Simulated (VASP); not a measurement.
# Br (Immm) in VASP: single point with PBEsol

Aim: the single point of Br with PBEsol.

All numbers are computed with VASP 6.6.1; they aren't measurements. Logs are shortened: lines on timing, memory, paths and dates and some standing lists are left out, and cuts for length are marked.

## 1. The cell of the first run

The structure is orthorhombic, space group Immm (No. 71). Conventional cell: a = 2.543 Å, b = 2.694 Å, c = 5.225 Å, α = 90.00°, β = 90.00°, γ = 90.00°. Br (site symmetry mmm) has 12 Br at 2.54 to 3.20 Å within 3.4 Å.

## 2. Single point, PBEsol

Contents of INCAR:

```
PREC = Accurate
ENCUT = 520
EDIFF = 1E-7
ISMEAR = -1
SIGMA = 0.05
LREAL = F
LASPH = T
NELM = 100
ALGO = Normal
ISIF = 2
LWAVE = F
LCHARG = T
GGA = PS
LELF = T
LVHAR = T
NBANDS = 10
```

Contents of KPOINTS:

```
regular mesh
0
Gamma
  13 13 13
```

Contents of POSCAR:

```
Br
1.0
   -1.2713079243      1.3469501266      2.6127056120
    1.2713079243     -1.3469501266      2.6127056120
    1.2713079243      1.3469501266     -2.6127056120
Br
1
Direct
    0.0000000000      0.0000000000      0.0000000000
```

Potentials or basis: VASP PAW PBE potentials, release 64 (Br).

Launch:

```bash
$ cat potpaw_PBE.64/Br/POTCAR > POTCAR
$ mpirun -np 1 vasp_std > vasp.out
```

OUTCAR:

```text
PREC = Accurate
   ENCUT = 520
   EDIFF = 1E-7
   ISMEAR = -1
   LREAL = F
   LASPH = T
   NELM = 100
   ISIF = 2
   GGA = PS

 ion  position               nearest neighbor table
   1  0.000  0.000  0.000-

  LATTYP: Found a body centered orthorhombic cell.
 ALAT       =     2.5426158486
 B/A-ratio  =     1.0594995129
 C/A-ratio  =     2.0551320117

  Lattice vectors:

 A1 = (  -1.2713079243,   1.3469501266,   2.6127056120)
 A2 = (   1.2713079243,  -1.3469501266,   2.6127056120)
 A3 = (   1.2713079243,   1.3469501266,  -2.6127056120)

Analysis of symmetry for initial positions (statically):
=====================================================================
 Subroutine PRICEL returns:
 Original cell was already a primitive cell.

 Routine SETGRP: Setting up the symmetry group for a
 body centered orthorhombic supercell.

 Subroutine GETGRP returns: Found  8 space group operations
 (whereof  8 operations were pure point group operations)
 out of a pool of  8 trial point group operations.

The static configuration has the point symmetry D_2h.

Analysis of symmetry for dynamics (positions and initial velocities):
=====================================================================
 Subroutine PRICEL returns:
 Original cell was already a primitive cell.

 Routine SETGRP: Setting up the symmetry group for a
 body centered orthorhombic supercell.

 Subroutine GETGRP returns: Found  8 space group operations
 (whereof  8 operations were pure point group operations)
 out of a pool of  8 trial point group operations.

The dynamic configuration has the point symmetry D_2h.

 Subroutine INISYM returns: Found  8 space group operations
 (whereof  8 operations are pure point group operations),
 and found     1 'primitive' translations

----------------------------------------------------------------------------------------

                                     Primitive cell

  volume of cell :      17.8959

  direct lattice vectors                    reciprocal lattice vectors
    -1.271307924  1.346950127  2.612705612     0.000000000  0.371208993  0.191372498
     1.271307924 -1.346950127  2.612705612     0.393295747  0.000000000  0.191372498
     1.271307924  1.346950127 -2.612705612     0.393295747  0.371208993  0.000000000

  length of vectors
     3.202612855  3.202612855  3.202612855     0.417635666  0.437384245  0.540812039

  position of ions in fractional coordinates (direct lattice)
     0.000000000  0.000000000  0.000000000

  ion indices of the primitive-cell ions
   primitive index   ion index
                 1           1

----------------------------------------------------------------------------------------

 KPOINTS: regular mesh

Automatic generation of k-mesh.
 Grid dimensions read from file:
 generate k-points for:   13   13   13

 Generating k-lattice:

  Cartesian coordinates                     Fractional coordinates (reciprocal lattice)
     0.000000000  0.028554538  0.014720961     0.076923077  0.000000000 -0.000000000
     0.030253519  0.000000000  0.014720961    -0.000000000  0.076923077  0.000000000
     0.030253519  0.028554538  0.000000000    -0.000000000  0.000000000  0.076923077

  Length of vectors
     0.032125820  0.033644942  0.041600926

  Shift w.r.t. Gamma in fractional coordinates (k-lattice)
     0.000000000  0.000000000  0.000000000

 Subroutine IBZKPT returns following result:
 ===========================================

 Found    343 irreducible k-points:

 Following reciprocal coordinates:
            Coordinates               Weight
  0.000000  0.000000  0.000000      1.000000
  0.076923 -0.000000  0.000000      4.000000
  0.153846 -0.000000  0.000000      4.000000
  0.230769  0.000000  0.000000      4.000000
  0.307692 -0.000000  0.000000      4.000000
  0.384615  0.000000  0.000000      4.000000
[... 16 lines left out ...]
  0.153846  0.153846  0.000000      8.000000
  0.230769  0.153846  0.000000      8.000000
 [... further k-points ...]
   k-points           NKPTS =    343   k-points in BZ     NKDIM =    343   number of bands    NBANDS=     10
   number of dos      NEDOS =    301   number of ions     NIONS =      1
   total plane-waves  NPLWV =  13824
   dimension x,y,z NGX =    24 NGY =   24 NGZ =   24
   dimension x,y,z NGXF=    48 NGYF=   48 NGZF=   48
   ions per type =               1
   NGX,Y,Z   is equivalent  to a cutoff of  12.46, 12.46, 12.46 a.u.
   NGXF,Y,Z  is equivalent  to a cutoff of  24.92, 24.92, 24.92 a.u.
 SYSTEM =  unknown system
   PREC   = accura    normal or accurate (medium, high low for compatibility)
   ISTART =      0    job   : 0-new  1-cont  2-samecut
   ICHARG =      2    charge: 1-file 2-atom 10-const
   ISPIN  =      1    spin polarized calculation?
   LNONCOLLINEAR =      F non collinear calculations
   LSORBIT =      F    spin-orbit coupling
   LASPH  =      T    aspherical Exc in radial PAW
   ENCUT  =  520.0 eV  38.22 Ry    6.18 a.u.   5.95  5.95  5.95*2*pi/ulx,y,z
   NELM   =    100;   NELMIN=  2; NELMDL= -5     # of ELM steps
   EDIFF  = 0.1E-06   stopping-criterion for ELM
   LREAL  =      F    real-space projection
   EDIFFG = 0.1E-05   stopping-criterion for IOM
   NSW    =      0    number of steps for IOM
   IBRION =     -1    ionic relax: 0-MD 1-quasi-New 2-CG
   NFREE  =      0    steps in history (QN), initial steepest desc. (CG)
   ISIF   =      2    stress and relaxation
   ISYM   =      2    0-nonsym 1-usesym 2-fastsym
   POTIM  = 0.5000    time-step for ionic-motion
   TEBEG  =    0.0;   TEEND  =   0.0 temperature during run
   PSTRESS=    0.0 pullay stress
   NELECT =       7.0000    total number of electrons
   NUPDOWN=      -1.0000    fix difference up-down
   EMIN   =  10.00;   EMAX   =-10.00  energy-range for DOS
   EFERMI =   0.00;   METHOD = LEGACY
   ISMEAR =    -1;   SIGMA  =   0.05  broadening in eV -4-tet -1-fermi 0-gaus
   EFERMI_NEDOS =   21; number of points for ismear=-14 and -15
   IALGO  =     38    algorithm
   IMIX   =      4    mixing-type and parameters
     AMIX     =   0.40;   BMIX     =  1.00
     AMIX_MAG =   1.60;   BMIX_MAG =  1.00
  volume/ion in A,a.u.               =      17.90       120.77
  Fermi-wavevector in a.u.,A,eV,Ry     =   1.197264  2.262501 19.503151  1.433441
  Thomas-Fermi vector in A             =   2.333183
   LORBIT       =      0    0 simple, 1 ext, 2 COOP (PROOUT), +10 PAW based schemes
   GGA     = PS    functional components
   LHFCALC =     F    Hartree Fock is set to
   AEXX    =    0.0000 exact exchange contribution
   IVDW    =     0    specifies the selected vdW correction
   LEPSILON=     F    determine dielectric tensor
   LRPA    =     F    only Hartree local field effects (RPA)
 non-spin polarized calculation
  energy-cutoff  :      520.00
  volume of cell :       17.90
 maximum number of plane-waves:       499
   NGX = 11   NGY = 11   NGZ = 11

 number of electron       7.0000000 magnetization

 Free energy of the ion-electron system (eV)
  ---------------------------------------------------
  ext. energy  EPLUGINS =         0.00000000
  ---------------------------------------------------
  free energy    TOTEN  =        -1.13045487 eV

  energy without entropy =       -1.12680810  energy(sigma->0) =       -1.12863148

 E-fermi :   6.7926     XC(G=0): -11.3077

 val. band max:        6.7455704175   @ k =   0.0769   0.3077   0.0769
 cond. band min:       6.7945336389   @ k =   0.3077   0.1538   0.0000
 fundamental gap:      0.0489632214
 Fermi energy:         6.7926216236

 k-point     1 :       0.0000    0.0000    0.0000
  band No.  band energies     occupation
      1     -12.4767      2.00000
      2       6.2321      1.99997
      3       8.0077      0.00000
      4       9.6273      0.00000
      5      14.8216      0.00000
      6      16.9153      0.00000
      7      19.5782      0.00000
      8      20.7785      0.00000
      9      22.9371      0.00000
     10      23.5279      0.00000

 k-point     2 :       0.0769   -0.0000    0.0000
  band No.  band energies     occupation
      1     -12.3588      2.00000
      2       6.0100      2.00000
      3       7.2025      0.00055
      4       9.6559      0.00000
      5      15.2492      0.00000
      6      17.4666      0.00000
      7      19.3701      0.00000
      8      19.8652      0.00000
      9      23.1181      0.00000
     10      25.1413      0.00000

 k-point     3 :       0.1538   -0.0000    0.0000
  band No.  band energies     occupation
      1     -12.0120      2.00000
      2       4.9292      2.00000
      3       5.9940      2.00000
      4       9.7388      0.00000
      5      15.5049      0.00000
      6      18.1225      0.00000
      7      18.7042      0.00000
      8      20.9880      0.00000
      9      23.6281      0.00000
     10      26.1947      0.00000

 k-point     4 :       0.2308    0.0000    0.0000
  band No.  band energies     occupation
      1     -11.4606      2.00000
      2       2.9216      2.00000
      3       5.3952      2.00000
      4       9.8658      0.00000
      5      14.5338      0.00000
      6      18.6575      0.00000
      7      19.6557      0.00000
      8      23.2084      0.00000
      9      24.2604      0.00000
     10      26.7689      0.00000
[... 222 lines left out ...]
 k-point    22 :       0.0769    0.1538    0.0000
  band No.  band energies     occupation
      1     -11.7242      2.00000
      2       4.8891      2.00000
      3       6.4518      1.99781
      4       7.4086      0.00001
      5      16.2268      0.00000
      6      17.9624      0.00000
      7      19.4704      0.00000
      8      21.1681      0.00000
      9      22.6732      0.00000
     10      26.2443      0.00000

 k-point    23 :       0.1538    0.1538    0.0000
  band No.  band energies     occupation
      1     -11.3081      2.00000
      2       4.0213      2.00000
      3       5.6695      2.00000
      4       6.6286      1.92753
      5      16.2022      0.00000
      6      18.9385      0.00000
      7      20.0809      0.00000
      8      21.4859      0.00000
      9      22.9658      0.00000
     10      25.1638      0.00000

 k-point    24 :       0.2308    0.1538    0.0000
  band No.  band energies     occupation
      1     -10.7074      2.00000
      2       2.5586      2.00000
      3       4.6757      2.00000
      4       6.6475      1.89603
      5      15.3720      0.00000
      6      19.5046      0.00000
      7      20.7241      0.00000
      8      22.3399      0.00000
      9      24.0596      0.00000
     10      25.7134      0.00000

 [... further k-points ...]

------------------------ aborting loop because EDIFF is reached ----------------------------------------

  FORCE on cell =-STRESS in cart. coord.  units (eV):
  Direction    XX          YY          ZZ          XY          YZ          ZX
  --------------------------------------------------------------------------------------
  -------------------------------------------------------------------------------------
  Total        3.3769092      3.3682843      3.3573330     -0.0000000      0.0000000      0.0000000
  in kB      302.3272072    301.5550326    300.5745889     -0.0000000      0.0000000      0.0000000
  external PRESSURE =     301.4856095 kB  Pullay stress =       0.0000000 kB

 VOLUME and BASIS-vectors are now :
 -----------------------------------------------------------------------------
  energy-cutoff  :      520.00
  volume of cell :       17.90
      direct lattice vectors                 reciprocal lattice vectors
    -1.271307924  1.346950127  2.612705612     0.000000000  0.371208993  0.191372498
     1.271307924 -1.346950127  2.612705612     0.393295747  0.000000000  0.191372498
     1.271307924  1.346950127 -2.612705612     0.393295747  0.371208993  0.000000000

 POSITION                                       TOTAL-FORCE (eV/Angst)
 -----------------------------------------------------------------------------------
      0.00000      0.00000      0.00000         0.000000      0.000000      0.000000
 -----------------------------------------------------------------------------------
    total drift:                                0.000000     -0.000000      0.000000

  FREE ENERGIE OF THE ION-ELECTRON SYSTEM (eV)
  ---------------------------------------------------
  free  energy   TOTEN  =        -1.1304548728 eV

  energy  without entropy=       -1.1268080964  energy(sigma->0) =       -1.12863148
```

Wall time 25 s (1 thread of Intel Xeon Platinum 8488C (Sapphire Rapids), shared host); peak memory 0.17 GiB.

Results:

```yaml
Free_energy: -1.1305 eV
Pressure: 30.1 GPa
```

Stress tensor (GPa, compression positive):
```
30.23  0.00  0.00
 0.00 30.16  0.00
 0.00  0.00 30.06
```

Caveat: the PAW data sets were made with another functional, which shifts forces and pressure a little; an odd number of electrons without spin polarisation forces a metal; a magnetic or distorted state may lie lower.
